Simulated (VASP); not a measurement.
Li: relaxation of cell and atoms with RPBE

Li:

```
Li
1.0
    -2.74916    2.74916    1.50104
     2.74916   -2.74916    1.50104
     2.74916    2.74916   -1.50104
Li
2
Cartesian
  0.0000 0.0000 0.0000
  0.0000 2.7492 0.7505
```

```yaml
Program: VASP 6.6.1
Task: relaxation of cell and atoms
Functional: RPBE
Potentials_or_basis: VASP PAW PBE potentials, release 64 (Li_sv)
Cutoff: 600 eV
k_mesh: 12 × 12 × 8
Occupations: fermi-dirac, width 0.1 eV
Spin: no spin polarisation
Dipole_correction: no
Further_INCAR_settings: ALGO = Normal; EDIFF = 1e-06; ISYM = 0; IBRION = 2; EDIFFG = -0.01; NSW = 80; ISIF = 3
```

* Relaxed volume: 20.80 Å³/atom
* Relaxed cell: a = 4.053 Å, b = 4.053 Å, c = 4.057 Å, α = 97.37°, β = 97.37°, γ = 138.02°
* Space group after relaxing (to 0.1 Å): I4_1/amd (No. 141)
* Energy gained by relaxing: 5.6 meV/atom
* Ionic steps: 4
* Pressure after relaxing: 0.0 GPa
* Band gap on the k mesh: zero (bands 3 and 4 overlap by 2.78 eV)

Step by step:
| step | energy change (eV) | largest force (eV/Å) | pressure (GPa) | volume (Å³) |
| --- | --- | --- | --- | --- |
| 1 | 0.0000 | 0.0002 | -0.90 | 45.38 |
| 2 | -0.0043 | 0.0003 | -0.72 | 44.55 |
| 3 | -0.0111 | 0.0005 | -0.13 | 42.11 |
| 4 | -0.0113 | 0.0006 | 0.01 | 41.61 |

Final structure:
```yaml
crystal:
  lattice:
    - [-2.67588, 2.67525, 1.45156]
    - [2.67525, -2.67588, 1.45156]
    - [2.67864, 2.67864, -1.45271]
  atoms:
    - { symbol: Li, position: [0.99999, 0.00001, 0.00000] }
    - { symbol: Li, position: [0.75001, 0.24999, 0.50000] }
```

Levels at points of the mesh, in eV from the Fermi level:
| k point | band 1 | band 2 | band 3 | band 4 | band 5 | band 6 | band 7 |
| --- | --- | --- | --- | --- | --- | --- | --- |
| (0.00, 0.00, 0.00) | -46.88 | -46.84 | -3.46 | 3.68 | 3.70 | 6.04 | 8.58 |
| (0.50, 0.00, 0.00) | -46.86 | -46.84 | 0.17 | 1.99 | 4.46 | 4.77 | 6.06 |
| (0.00, 0.50, 0.00) | -46.86 | -46.84 | 0.17 | 1.99 | 4.46 | 4.77 | 6.06 |
| (0.50, 0.50, 0.00) | -46.86 | -46.86 | -1.46 | -1.46 | 6.23 | 6.23 | 9.26 |
| (0.00, 0.00, 0.50) | -46.86 | -46.86 | -1.47 | -1.47 | 6.24 | 6.24 | 9.28 |
| (0.50, 0.00, 0.50) | -46.86 | -46.84 | 0.17 | 1.99 | 4.47 | 4.77 | 6.06 |
| (0.00, 0.50, 0.50) | -46.86 | -46.84 | 0.17 | 1.99 | 4.47 | 4.77 | 6.06 |
| (0.50, 0.50, 0.50) | -46.86 | -46.86 | -0.45 | -0.45 | 2.26 | 2.26 | 11.39 |

Wall time 10 min on 1 thread of AMD EPYC 7R13, on a shared host, peak memory 0.31 GiB.

Caveat: the cutoff is under 1.25 times the usual one of these potentials, so pressure, stress and relaxed cells hold a basis-set (Pulay) error; the PAW data sets were made with another functional, which shifts forces and pressure a little.
